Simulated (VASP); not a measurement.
# Au in VASP: further runs

The runs below take Au through single point, with PBE.

All numbers are computed with VASP 6.6.1; they aren't measurements. Logs are shortened: lines on timing, memory, paths and dates and some standing lists are left out, and cuts for length are marked.

### Step 1. The cell of the first run

The structure is tetragonal, space group I4/mmm (No. 139). Conventional cell: a = 2.783 Å, b = 2.783 Å, c = 4.440 Å, α = 90.00°, β = 90.00°, γ = 90.00°. Au (site symmetry 4/mmm) has 12 Au at 2.78 to 2.97 Å within 3.7 Å.

### Step 2. Single point, PBE

File INCAR:

```
PREC = Accurate
ENCUT = 520
EDIFF = 1E-6
ISMEAR = 0
SIGMA = 0.1
LREAL = F
LASPH = T
NELM = 100
ALGO = Fast
ISIF = 2
LWAVE = F
LCHARG = F
GGA = PE
ISYM = 0
NBANDS = 18
```

File KPOINTS:

```
Automatic mesh
0
Gamma
  9 9 15
```

File POSCAR:

```
Au
1.0
    3.9364226085      0.0000000000      0.0000000000
    0.0000000000      3.9364226085      0.0000000000
   -1.9682113043      0.0000000000      2.2200867791
Au
2
Direct
    0.0000000000      0.0000000000      0.0000000000
    0.5000000000      0.5000000000      0.0000000000
```

Potentials or basis: VASP PAW PBE potentials, release 64 (Au).

Started as:

```bash
$ cat potpaw_PBE.64/Au/POTCAR > POTCAR
$ mpirun -np 1 vasp_std > vasp.out
```

OUTCAR:

```text
PREC = Accurate
   ENCUT = 520
   EDIFF = 1E-6
   ISMEAR = 0
   LREAL = F
   LASPH = T
   NELM = 100
   ISIF = 2
   GGA = PE
   ISYM = 0

 ion  position               nearest neighbor table
   1  0.000  0.000  0.000-   2 2.78   2 2.78   2 2.78   2 2.78   2 2.97   2 2.97   2 2.97   2 2.97

   2  0.500  0.500  0.000-   1 2.78   1 2.78   1 2.78   1 2.78   1 2.97   1 2.97   1 2.97   1 2.97

IMPORTANT INFORMATION: All symmetrisations will be switched off!
NOSYMM: (Re-)initialisation of all symmetry stuff for point group C_1.

----------------------------------------------------------------------------------------

                                     Primitive cell

  volume of cell :      34.4012

  direct lattice vectors                    reciprocal lattice vectors
     3.936422609  0.000000000  0.000000000     0.254037765  0.000000000  0.225216422
     0.000000000  3.936422609  0.000000000     0.000000000  0.254037765  0.000000000
    -1.968211304  0.000000000  2.220086779     0.000000000  0.000000000  0.450432843

  length of vectors
     3.936422609  3.936422609  2.966924510     0.339496130  0.254037765  0.450432843

  position of ions in fractional coordinates (direct lattice)
     0.000000000  0.000000000  0.000000000
     0.500000000  0.500000000  0.000000000

  ion indices of the primitive-cell ions
   primitive index   ion index
                 1           1
                 2           2

----------------------------------------------------------------------------------------

 KPOINTS: Automatic mesh

Automatic generation of k-mesh.
 Grid dimensions read from file:
 generate k-points for:    9    9   15

 Generating k-lattice:

  Cartesian coordinates                     Fractional coordinates (reciprocal lattice)
     0.028226418  0.000000000  0.025024047     0.111111111  0.000000000 -0.000000000
     0.000000000  0.028226418  0.000000000     0.000000000  0.111111111  0.000000000
     0.000000000  0.000000000  0.030028856     0.000000000  0.000000000  0.066666667

  Length of vectors
     0.037721792  0.028226418  0.030028856

  Shift w.r.t. Gamma in fractional coordinates (k-lattice)
     0.000000000  0.000000000  0.000000000

 -----------------------------------------------------------------------------
|                                                                             |
|           W    W    AA    RRRRR   N    N  II  N    N   GGGG   !!!           |
|           W    W   A  A   R    R  NN   N  II  NN   N  G    G  !!!           |
|           W    W  A    A  R    R  N N  N  II  N N  N  G       !!!           |
|           W WW W  AAAAAA  RRRRR   N  N N  II  N  N N  G  GGG   !            |
|           WW  WW  A    A  R   R   N   NN  II  N   NN  G    G                |
|           W    W  A    A  R    R  N    N  II  N    N   GGGG   !!!           |
|                                                                             |
|     Your reciprocal lattice and k-lattice belong to different lattice       |
|     classes:                                                                |
|                                                                             |
|        The reciprocal lattice is base centered orthorhombic,                |
|        whereas your k-lattice is simple monoclinic.                         |
|                                                                             |
|     Results are often still useful ...                                      |
|                                                                             |
 -----------------------------------------------------------------------------

 WARNING: IBZKPT: internal override: KBLOWUP is changed to .FALSE.
      ... skipping the blow-up phase ...

 Subroutine IBZKPT returns following result:
 ===========================================

 Found    608 irreducible k-points:

 Following reciprocal coordinates:
            Coordinates               Weight
  0.000000  0.000000  0.000000      1.000000
  0.111111  0.000000 -0.000000      2.000000
  0.222222  0.000000 -0.000000      2.000000
  0.333333  0.000000 -0.000000      2.000000
  0.444444  0.000000 -0.000000      2.000000
  0.000000  0.111111  0.000000      2.000000
[... 16 lines left out ...]
 -0.111111  0.222222  0.000000      2.000000
  0.000000  0.333333  0.000000      2.000000
 [... further k-points ...]
   k-points           NKPTS =    608   k-points in BZ     NKDIM =    608   number of bands    NBANDS=     18
   number of dos      NEDOS =    301   number of ions     NIONS =      2
   total plane-waves  NPLWV =  21600
   dimension x,y,z NGX =    30 NGY =   30 NGZ =   24
   dimension x,y,z NGXF=    60 NGYF=   60 NGZF=   48
   ions per type =               2
   NGX,Y,Z   is equivalent  to a cutoff of  12.67, 12.67, 13.45 a.u.
   NGXF,Y,Z  is equivalent  to a cutoff of  25.34, 25.34, 26.90 a.u.
 SYSTEM =  unknown system
   PREC   = accura    normal or accurate (medium, high low for compatibility)
   ISTART =      0    job   : 0-new  1-cont  2-samecut
   ICHARG =      2    charge: 1-file 2-atom 10-const
   ISPIN  =      1    spin polarized calculation?
   LNONCOLLINEAR =      F non collinear calculations
   LSORBIT =      F    spin-orbit coupling
   LASPH  =      T    aspherical Exc in radial PAW
   ENCUT  =  520.0 eV  38.22 Ry    6.18 a.u.   7.32  7.32  5.52*2*pi/ulx,y,z
   NELM   =    100;   NELMIN=  2; NELMDL= -5     # of ELM steps
   EDIFF  = 0.1E-05   stopping-criterion for ELM
   LREAL  =      F    real-space projection
   EDIFFG = 0.1E-04   stopping-criterion for IOM
   NSW    =      0    number of steps for IOM
   IBRION =     -1    ionic relax: 0-MD 1-quasi-New 2-CG
   NFREE  =      0    steps in history (QN), initial steepest desc. (CG)
   ISIF   =      2    stress and relaxation
   ISYM   =      0    0-nonsym 1-usesym 2-fastsym
   POTIM  = 0.5000    time-step for ionic-motion
   TEBEG  =    0.0;   TEEND  =   0.0 temperature during run
   PSTRESS=    0.0 pullay stress
   NELECT =      22.0000    total number of electrons
   NUPDOWN=      -1.0000    fix difference up-down
   EMIN   =  10.00;   EMAX   =-10.00  energy-range for DOS
   EFERMI =   0.00;   METHOD = LEGACY
   ISMEAR =     0;   SIGMA  =   0.10  broadening in eV -4-tet -1-fermi 0-gaus
   EFERMI_NEDOS =   21; number of points for ismear=-14 and -15
   IALGO  =     68    algorithm
   IMIX   =      4    mixing-type and parameters
     AMIX     =   0.40;   BMIX     =  1.00
     AMIX_MAG =   1.60;   BMIX_MAG =  1.00
  volume/ion in A,a.u.               =      17.20       116.08
  Fermi-wavevector in a.u.,A,eV,Ry     =   1.410451  2.665365 27.067040  1.989371
  Thomas-Fermi vector in A             =   2.532403
   LORBIT       =      0    0 simple, 1 ext, 2 COOP (PROOUT), +10 PAW based schemes
   GGA     = PE    functional components
   LHFCALC =     F    Hartree Fock is set to
   AEXX    =    0.0000 exact exchange contribution
   IVDW    =     0    specifies the selected vdW correction
   LEPSILON=     F    determine dielectric tensor
   LRPA    =     F    only Hartree local field effects (RPA)
 non-spin polarized calculation
 RMM-DIIS sequential band-by-band and
 Gauss-broadening in eV      SIGMA  =   0.10
  energy-cutoff  :      520.00
  volume of cell :       34.40
 maximum number of plane-waves:       943
 NGX is ok and might be reduce to    30
   NGX = 15   NGY = 15   NGZ = 11

 number of electron      21.9999999 magnetization

 Free energy of the ion-electron system (eV)
  ---------------------------------------------------
  ext. energy  EPLUGINS =         0.00000000
  ---------------------------------------------------
  free energy    TOTEN  =        -6.36742789 eV

  energy without entropy =       -6.36446134  energy(sigma->0) =       -6.36594462

 E-fermi :   9.3319     XC(G=0): -12.6596

 val. band max:        9.3141622039   @ k =  -0.4444  -0.2222   0.4667
 cond. band min:       9.3324166719   @ k =  -0.4444   0.3333   0.4667
 fundamental gap:      0.0182544680
 Fermi energy:         9.3319229287

 k-point     1 :       0.0000    0.0000    0.0000
  band No.  band energies     occupation
      1      -0.4348      2.00000
      2       2.3736      2.00000
      3       2.7381      2.00000
      4       3.9513      2.00000
      5       5.0931      2.00000
      6       5.0942      2.00000
[... 10 lines left out ...]
     17      26.1018      0.00000
     18      26.5087      0.00000

 k-point     2 :       0.1111    0.0000   -0.0000
  band No.  band energies     occupation
      1      -0.1609      2.00000
      2       2.5360      2.00000
      3       2.8833      2.00000
      4       3.9830      2.00000
      5       5.0727      2.00000
      6       5.1601      2.00000
[... 10 lines left out ...]
     17      26.1134      0.00000
     18      26.7988      0.00000

 k-point     3 :       0.2222    0.0000   -0.0000
  band No.  band energies     occupation
      1       0.6173      2.00000
      2       2.9004      2.00000
      3       3.3273      2.00000
      4       4.0343      2.00000
      5       5.0874      2.00000
      6       5.1012      2.00000
[... 10 lines left out ...]
     17      24.7850      0.00000
     18      26.7431      0.00000

 k-point     4 :       0.3333    0.0000   -0.0000
  band No.  band energies     occupation
      1       1.7485      2.00000
      2       3.3067      2.00000
      3       3.8713      2.00000
      4       4.0614      2.00000
      5       4.8732      2.00000
      6       5.0638      2.00000
[... 375 lines left out ...]
      4       4.2959      2.00000
      5       4.6565      2.00000
      6       5.3983      2.00000
[... 10 lines left out ...]
     17      24.9108      0.00000
     18      26.2075      0.00000

 k-point    23 :      -0.1111    0.2222    0.0000
  band No.  band energies     occupation
      1       0.4227      2.00000
      2       2.7508      2.00000
      3       3.1057      2.00000
      4       4.2547      2.00000
      5       4.7643      2.00000
      6       5.3013      2.00000
[... 10 lines left out ...]
     17      25.0608      0.00000
     18      26.4136      0.00000

 k-point    24 :       0.0000    0.3333    0.0000
  band No.  band energies     occupation
      1       0.8954      2.00000
      2       2.7032      2.00000
      3       3.2464      2.00000
      4       4.4100      2.00000
      5       4.7004      2.00000
      6       5.4468      2.00000
[... 10 lines left out ...]
     17      25.3767      0.00000
     18      25.7039      0.00000

 [... further k-points ...]

------------------------ aborting loop because EDIFF is reached ----------------------------------------

  FORCE on cell =-STRESS in cart. coord.  units (eV):
  Direction    XX          YY          ZZ          XY          YZ          ZX
  --------------------------------------------------------------------------------------
  -------------------------------------------------------------------------------------
  Total        2.0426692      2.0821194      0.6946669     -0.0000005      0.0000010     -0.0445457
  in kB       95.1338855     96.9712119     32.3529455     -0.0000227      0.0000467     -2.0746422
  external PRESSURE =      74.8193476 kB  Pullay stress =       0.0000000 kB

 VOLUME and BASIS-vectors are now :
 -----------------------------------------------------------------------------
  energy-cutoff  :      520.00
  volume of cell :       34.40
      direct lattice vectors                 reciprocal lattice vectors
     3.936422609  0.000000000  0.000000000     0.254037765  0.000000000  0.225216422
     0.000000000  3.936422609  0.000000000     0.000000000  0.254037765  0.000000000
    -1.968211304  0.000000000  2.220086779     0.000000000  0.000000000  0.450432843

 POSITION                                       TOTAL-FORCE (eV/Angst)
 -----------------------------------------------------------------------------------
      0.00000      0.00000      0.00000        -0.000000      0.000000     -0.000000
      1.96821      1.96821      0.00000         0.000000     -0.000000      0.000000
 -----------------------------------------------------------------------------------
    total drift:                                0.000000      0.000001      0.000000

  FREE ENERGIE OF THE ION-ELECTRON SYSTEM (eV)
  ---------------------------------------------------
  free  energy   TOTEN  =        -6.3674278864 eV

  energy  without entropy=       -6.3644613439  energy(sigma->0) =       -6.36594462
```

Wall time 4.9 min (1 thread of Intel Xeon Platinum 8488C (Sapphire Rapids), shared host); peak memory 0.4 GiB.

Results:

```yaml
Free_energy: -6.3674 eV
Pressure: 7.5 GPa
Band_gap_on_the_k_mesh: zero (bands 11 and 12 overlap by 6.22 eV)
```

Levels at points of the mesh, in eV from the Fermi level:
| k point | band 9 | band 10 | band 11 | band 12 | band 13 | band 14 |
| --- | --- | --- | --- | --- | --- | --- |
| (0.00, 0.00, 0.00) | -2.17 | -2.16 | -1.19 | 1.77 | 6.71 | 9.33 |

Caveat: the cell stands under pressure; spin-orbit coupling is left out, which moves the levels of the heavy elements.

### Step 3. Single point, PBE

This run uses another cell than the first one, of 17.53 Å³/atom.

File INCAR:

```
PREC = Accurate
ENCUT = 520
EDIFF = 1E-7
ISMEAR = 0
SIGMA = 0.1
LREAL = False
LASPH = True
NELM = 60
ALGO = Fast
ISIF = 2
LWAVE = False
LCHARG = True
GGA = PE
LELF = True
LVHAR = True
NBANDS = 18
ISYM = 0
```

File KPOINTS:

```
regular mesh
0
Gamma
  9 9 15
```

File POSCAR:

```
Au
1.0
    3.9362541768      0.0000000000     -0.0364143942
    0.0000000000      3.9364226085      0.0000000000
   -1.9886642927      0.0000000000      2.2813595499
Au
2
Direct
    0.0000000000      0.0000000000      0.0000000000
    0.5000000000      0.5000000000      0.0000000000
```

Potentials or basis: VASP PAW PBE potentials, release 64 (Au).

Started as:

```bash
$ cat potpaw_PBE.64/Au/POTCAR > POTCAR
$ mpirun -np 1 vasp_std > vasp.out
```

It took 5.1 min on 1 thread of Intel Xeon Platinum 8488C (Sapphire Rapids), shared host; peak memory 0.41 GiB.

It converged, with:

```yaml
Free_energy: -6.3742 eV
Pressure: 4.5 GPa
Band_gap_on_the_k_mesh: zero (bands 11 and 12 overlap by 5.97 eV)
```

Stress tensor (GPa, compression positive):
```
 6.99  0.00 -0.04
 0.00  6.89  0.00
-0.04  0.00 -0.25
```

Levels at points of the mesh, in eV from the Fermi level:
| k point | band 7 | band 8 | band 9 | band 10 | band 11 | band 12 | band 13 | band 14 | band 15 | band 16 |
| --- | --- | --- | --- | --- | --- | --- | --- | --- | --- | --- |
| (0.00, 0.00, 0.00) | -3.83 | -2.46 | -2.20 | -2.15 | -1.09 | 1.97 | 6.76 | 9.01 | 9.64 | 14.86 |

Caveat: the cell stands under pressure; spin-orbit coupling is left out, which moves the levels of the heavy elements.
